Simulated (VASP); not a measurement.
# La (Im-3m) in VASP: a series of runs

The runs below take La through single point, with r2SCAN.

Everything below comes from runs of VASP 6.6.1. Logs are shortened: lines on timing, memory, paths and dates and some standing lists are left out, and cuts for length are marked.

### Step 1. The cell of the first run

The structure is cubic, space group Im-3m (No. 229). Conventional cell: a = 3.446 Å, b = 3.446 Å, c = 3.446 Å, α = 90.00°, β = 90.00°, γ = 90.00°. La (site symmetry m-3m) has 14 La at 2.98 to 3.45 Å within 3.9 Å.

### Step 2. Single point, r2SCAN

POSCAR reads:

```
La
1.0
   -1.7228329519      1.7228329519      1.7228329519
    1.7228329519     -1.7228329519      1.7228329519
    1.7228329519      1.7228329519     -1.7228329519
La
1
Direct
    0.0000000000      0.0000000000      0.0000000000
```

INCAR.step1 reads:

```
SYSTEM = La
  PREC = Accurate
  ENCUT = 520
  ISMEAR = -1
  SIGMA = 0.1
  LREAL = .FALSE.
  LASPH = .TRUE.
  NELM = 100
  NBANDS = 12
  GGA = PE
  ALGO = Normal
  EDIFF = 1E-4
  LWAVE = .TRUE.
  LCHARG = .FALSE.
```

INCAR.step2 reads:

```
SYSTEM = La
  PREC = Accurate
  ENCUT = 520
  EDIFF = 1E-6
  ISMEAR = -1
  SIGMA = 0.1
  LREAL = .FALSE.
  LASPH = .TRUE.
  NELM = 100
  ALGO = Normal
  ISIF = 2
  LWAVE = .FALSE.
  LCHARG = .TRUE.
  METAGGA = R2SCAN
  LMIXTAU = .TRUE.
  LELF = .TRUE.
  LVHAR = .TRUE.
  NBANDS = 12
  ISTART = 1
```

KPOINTS reads:

```
Automatic mesh
0
G
  11 11 11
  0 0 0
```

Potentials or basis: VASP PAW PBE potentials, release 64 (La).

Command:

```bash
cat potpaw_PBE.64/La/POTCAR > POTCAR
cp INCAR.step1 INCAR
mpirun -np 1 vasp_std > vasp.out
cp INCAR.step2 INCAR
mpirun -np 1 vasp_std > vasp.out
```

OUTCAR:

```text
SYSTEM = La
   PREC = Accurate
   ENCUT = 520
   EDIFF = 1E-6
   ISMEAR = -1
   LREAL = .FALSE.
   LASPH = .TRUE.
   NELM = 100
   ISIF = 2
   METAGGA = R2SCAN
   ISTART = 1

 ion  position               nearest neighbor table
   1  0.000  0.000  0.000-

  LATTYP: Found a body centered cubic cell.
 ALAT       =     3.4456659038

  Lattice vectors:

 A1 = (  -1.7228329519,   1.7228329519,   1.7228329519)
 A2 = (   1.7228329519,  -1.7228329519,   1.7228329519)
 A3 = (   1.7228329519,   1.7228329519,  -1.7228329519)

Analysis of symmetry for initial positions (statically):
=====================================================================
 Subroutine PRICEL returns:
 Original cell was already a primitive cell.

 Routine SETGRP: Setting up the symmetry group for a
 body centered cubic supercell.

 Subroutine GETGRP returns: Found 48 space group operations
 (whereof 48 operations were pure point group operations)
 out of a pool of 48 trial point group operations.

The static configuration has the point symmetry O_h .

Analysis of symmetry for dynamics (positions and initial velocities):
=====================================================================
 Subroutine PRICEL returns:
 Original cell was already a primitive cell.

 Routine SETGRP: Setting up the symmetry group for a
 body centered cubic supercell.

 Subroutine GETGRP returns: Found 48 space group operations
 (whereof 48 operations were pure point group operations)
 out of a pool of 48 trial point group operations.

The dynamic configuration has the point symmetry O_h .

 Subroutine INISYM returns: Found 48 space group operations
 (whereof 48 operations are pure point group operations),
 and found     1 'primitive' translations

----------------------------------------------------------------------------------------

                                     Primitive cell

  volume of cell :      20.4545

  direct lattice vectors                    reciprocal lattice vectors
    -1.722832952  1.722832952  1.722832952     0.000000000  0.290219664  0.290219664
     1.722832952 -1.722832952  1.722832952     0.290219664  0.000000000  0.290219664
     1.722832952  1.722832952 -1.722832952     0.290219664  0.290219664  0.000000000

  length of vectors
     2.984034206  2.984034206  2.984034206     0.410432585  0.410432585  0.410432585

  position of ions in fractional coordinates (direct lattice)
     0.000000000  0.000000000  0.000000000

  ion indices of the primitive-cell ions
   primitive index   ion index
                 1           1

----------------------------------------------------------------------------------------

 KPOINTS: Automatic mesh

Automatic generation of k-mesh.
 Grid dimensions read from file:
 generate k-points for:   11   11   11

 Generating k-lattice:

  Cartesian coordinates                     Fractional coordinates (reciprocal lattice)
     0.000000000  0.026383606  0.026383606     0.090909091  0.000000000  0.000000000
     0.026383606  0.000000000  0.026383606     0.000000000  0.090909091  0.000000000
     0.026383606  0.026383606  0.000000000     0.000000000  0.000000000  0.090909091

  Length of vectors
     0.037312053  0.037312053  0.037312053

  Shift w.r.t. Gamma in fractional coordinates (k-lattice)
     0.000000000  0.000000000  0.000000000

 Subroutine IBZKPT returns following result:
 ===========================================

 Found     56 irreducible k-points:

 Following reciprocal coordinates:
            Coordinates               Weight
  0.000000  0.000000  0.000000      1.000000
  0.090909  0.000000  0.000000     12.000000
  0.181818  0.000000  0.000000     12.000000
  0.272727  0.000000  0.000000     12.000000
  0.363636  0.000000  0.000000     12.000000
  0.454545  0.000000  0.000000     12.000000
[... 16 lines left out ...]
  0.272727  0.181818  0.090909     48.000000
  0.363636  0.181818  0.090909     24.000000
 [... further k-points ...]
   k-points           NKPTS =     56   k-points in BZ     NKDIM =     56   number of bands    NBANDS=     12
   number of dos      NEDOS =    301   number of ions     NIONS =      1
   total plane-waves  NPLWV =  13824
   dimension x,y,z NGX =    24 NGY =   24 NGZ =   24
   dimension x,y,z NGXF=    48 NGYF=   48 NGZF=   48
   ions per type =               1
   NGX,Y,Z   is equivalent  to a cutoff of  13.37, 13.37, 13.37 a.u.
   NGXF,Y,Z  is equivalent  to a cutoff of  26.74, 26.74, 26.74 a.u.
 SYSTEM =  La
   PREC   = accura    normal or accurate (medium, high low for compatibility)
   ISTART =      1    job   : 0-new  1-cont  2-samecut
   ICHARG =      0    charge: 1-file 2-atom 10-const
   ISPIN  =      1    spin polarized calculation?
   LNONCOLLINEAR =      F non collinear calculations
   LSORBIT =      F    spin-orbit coupling
   LASPH  =      T    aspherical Exc in radial PAW
   ENCUT  =  520.0 eV  38.22 Ry    6.18 a.u.   5.55  5.55  5.55*2*pi/ulx,y,z
   NELM   =    100;   NELMIN=  2; NELMDL=  0     # of ELM steps
   EDIFF  = 0.1E-05   stopping-criterion for ELM
   LREAL  =      F    real-space projection
   EDIFFG = 0.1E-04   stopping-criterion for IOM
   NSW    =      0    number of steps for IOM
   IBRION =     -1    ionic relax: 0-MD 1-quasi-New 2-CG
   NFREE  =      0    steps in history (QN), initial steepest desc. (CG)
   ISIF   =      2    stress and relaxation
   ISYM   =      2    0-nonsym 1-usesym 2-fastsym
   POTIM  = 0.5000    time-step for ionic-motion
   TEBEG  =    0.0;   TEEND  =   0.0 temperature during run
   PSTRESS=    0.0 pullay stress
   NELECT =      11.0000    total number of electrons
   NUPDOWN=      -1.0000    fix difference up-down
   EMIN   =  10.00;   EMAX   =-10.00  energy-range for DOS
   EFERMI =   0.00;   METHOD = LEGACY
   ISMEAR =    -1;   SIGMA  =   0.10  broadening in eV -4-tet -1-fermi 0-gaus
   EFERMI_NEDOS =   21; number of points for ismear=-14 and -15
   IALGO  =     38    algorithm
   IMIX   =      4    mixing-type and parameters
     AMIX     =   0.40;   BMIX     =  1.00
     AMIX_MAG =   1.60;   BMIX_MAG =  1.00
  volume/ion in A,a.u.               =      20.45       138.03
  Fermi-wavevector in a.u.,A,eV,Ry     =   1.331300  2.515792 24.114413  1.772359
  Thomas-Fermi vector in A             =   2.460321
   LORBIT       =      0    0 simple, 1 ext, 2 COOP (PROOUT), +10 PAW based schemes
   METAGGA = R2SCAN    functional components
   LHFCALC =     F    Hartree Fock is set to
   AEXX    =    0.0000 exact exchange contribution
   IVDW    =     0    specifies the selected vdW correction
   LEPSILON=     F    determine dielectric tensor
   LRPA    =     F    only Hartree local field effects (RPA)
 non-spin polarized calculation
  energy-cutoff  :      520.00
  volume of cell :       20.45
 maximum number of plane-waves:       567
 NGX is ok and might be reduce to    24
   NGX = 11   NGY = 11   NGZ = 11

 number of electron      11.0000001 magnetization

 Free energy of the ion-electron system (eV)
  ---------------------------------------------------
  ext. energy  EPLUGINS =         0.00000000
  ---------------------------------------------------
  free energy    TOTEN  =       -28.32743141 eV

  energy without entropy =      -28.27866686  energy(sigma->0) =      -28.30304913

 E-fermi :  15.3255     XC(G=0): -13.2279

 val. band max:       15.3072957920   @ k =   0.1818   0.0909   0.0000
 cond. band min:      15.3598337682   @ k =  -0.3636   0.4545   0.1818
 fundamental gap:      0.0525379762
 Fermi energy:        15.3255108359

 k-point     1 :       0.0000    0.0000    0.0000
  band No.  band energies     occupation
      1     -19.2101      2.00000
      2       1.4868      2.00000
      3       1.4868      2.00000
      4       1.4868      2.00000
      5      14.9779      1.94000
      6      17.3568      0.00000
      7      17.3568      0.00000
      8      17.3568      0.00000
      9      17.5266      0.00000
     10      17.5266      0.00000
     11      17.5266      0.00000
     12      19.9559      0.00000

 k-point     2 :       0.0909    0.0000    0.0000
  band No.  band energies     occupation
      1     -19.0965      2.00000
      2       0.8617      2.00000
      3       1.3009      2.00000
      4       1.4667      2.00000
      5      15.4817      0.34664
      6      16.5612      0.00001
      7      16.5858      0.00001
      8      17.3115      0.00000
      9      17.8071      0.00000
     10      18.2149      0.00000
     11      18.2190      0.00000
     12      19.8288      0.00000

 k-point     3 :       0.1818    0.0000    0.0000
  band No.  band energies     occupation
      1     -18.7755      2.00000
      2      -0.6263      2.00000
      3       0.8369      2.00000
      4       1.4112      2.00000
      5      14.9071      1.96998
      6      15.7014      0.04557
      7      17.2563      0.00000
      8      17.3361      0.00000
      9      18.3254      0.00000
     10      18.7952      0.00000
     11      18.9469      0.00000
     12      19.6824      0.00000
[... 286 lines left out ...]
 k-point    23 :       0.2727    0.1818    0.0909
  band No.  band energies     occupation
      1     -17.4547      2.00000
      2      -3.8154      2.00000
      3      -1.4439      2.00000
      4       0.0127      2.00000
      5      14.9150      1.96755
      6      16.0708      0.00116
      7      18.1413      0.00000
      8      18.3850      0.00000
      9      18.8235      0.00000
     10      19.2272      0.00000
     11      19.6219      0.00000
     12      19.7727      0.00000

 k-point    24 :       0.3636    0.1818    0.0909
  band No.  band energies     occupation
      1     -17.3293      2.00000
      2      -3.9472      2.00000
      3      -1.8009      2.00000
      4      -0.0631      2.00000
      5      14.8885      1.97503
      6      16.1823      0.00038
      7      18.3088      0.00000
      8      18.3897      0.00000
      9      18.9938      0.00000
     10      19.4601      0.00000
     11      19.5417      0.00000
     12      19.7116      0.00000

 [... further k-points ...]
[... 5 lines left out ...]
  --------------------------------------------------------------------------------------
  -------------------------------------------------------------------------------------
  Total        5.0925771      5.0925771      5.0925771      0.0000000     -0.0000000      0.0000000
  in kB      398.8950947    398.8950947    398.8950947      0.0000000     -0.0000000      0.0000000
  external PRESSURE =     398.8950947 kB  Pullay stress =       0.0000000 kB

 VOLUME and BASIS-vectors are now :
 -----------------------------------------------------------------------------
  energy-cutoff  :      520.00
  volume of cell :       20.45
      direct lattice vectors                 reciprocal lattice vectors
    -1.722832952  1.722832952  1.722832952     0.000000000  0.290219664  0.290219664
     1.722832952 -1.722832952  1.722832952     0.290219664  0.000000000  0.290219664
     1.722832952  1.722832952 -1.722832952     0.290219664  0.290219664  0.000000000

 POSITION                                       TOTAL-FORCE (eV/Angst)
 -----------------------------------------------------------------------------------
      0.00000      0.00000      0.00000         0.000000      0.000000      0.000000
 -----------------------------------------------------------------------------------
    total drift:                                0.000000      0.000000      0.000000

  FREE ENERGIE OF THE ION-ELECTRON SYSTEM (eV)
  ---------------------------------------------------
  free  energy   TOTEN  =       -28.3274314091 eV

  energy  without entropy=      -28.2786668583  energy(sigma->0) =      -28.30304913
```

It took 63 s on 1 thread of Intel Xeon 6975P-C, shared host; peak memory 0.16 GiB.

Results:

| Item | Value |
| --- | --- |
| Free energy | -28.3274 eV |
| Pressure | 39.9 GPa |

Levels at points of the mesh, in eV from the Fermi level:
| k point | band 3 | band 4 | band 5 | band 6 | band 7 | band 8 | band 9 | band 10 |
| --- | --- | --- | --- | --- | --- | --- | --- | --- |
| (0.00, 0.00, 0.00) | -13.84 | -13.84 | -0.35 | 2.03 | 2.03 | 2.03 | 2.20 | 2.20 |

Caveat: the PAW data sets were made with another functional, which shifts forces and pressure a little; spin-orbit coupling is left out, which moves the levels of the heavy elements.

### Step 3. Single point, r2SCAN

This run uses another cell than the first one, of 21.87 Å³/atom, 1.069 times its volume.

POSCAR reads:

```
La
1.0
   -1.7616401395      1.7616401395      1.7616401395
    1.7616401395     -1.7616401395      1.7616401395
    1.7616401395      1.7616401395     -1.7616401395
La
1
Direct
    0.0000000000      0.0000000000      0.0000000000
```

INCAR.step1 reads:

```
PREC = Accurate
ENCUT = 520
ISMEAR = -1
SIGMA = 0.1
LREAL = F
LASPH = T
NELM = 60
NBANDS = 12
GGA = PE
ALGO = Normal
EDIFF = 1E-4
LWAVE = T
LCHARG = F
```

INCAR.step2 reads:

```
PREC = Accurate
ENCUT = 520
EDIFF = 1E-6
ISMEAR = -1
SIGMA = 0.1
LREAL = F
LASPH = T
NELM = 60
ALGO = Normal
ISIF = 2
LWAVE = F
LCHARG = F
METAGGA = R2SCAN
LMIXTAU = T
NBANDS = 12
ISTART = 1
```

KPOINTS reads:

```
regular mesh
0
Gamma
  11 11 11
```

Potentials or basis: VASP PAW PBE potentials, release 64 (La).

Command:

```bash
cat potpaw_PBE.64/La/POTCAR > POTCAR
cp INCAR.step1 INCAR
mpirun -np 1 vasp_std > vasp.out
cp INCAR.step2 INCAR
mpirun -np 1 vasp_std > vasp.out
```

Wall time 66 s (1 thread of Intel Xeon 6975P-C, shared host); peak memory 0.16 GiB.

The run converged. Its results:

- Free energy: -28.6333 eV
- Pressure: 30.0 GPa

Levels at points of the mesh, in eV from the Fermi level:
| k point | band 4 | band 5 | band 6 | band 7 | band 8 | band 9 |
| --- | --- | --- | --- | --- | --- | --- |
| (0.00, 0.00, 0.00) | -14.23 | -0.99 | 2.08 | 2.08 | 2.08 | 2.16 |

Caveat: the PAW data sets were made with another functional, which shifts forces and pressure a little; spin-orbit coupling is left out, which moves the levels of the heavy elements.
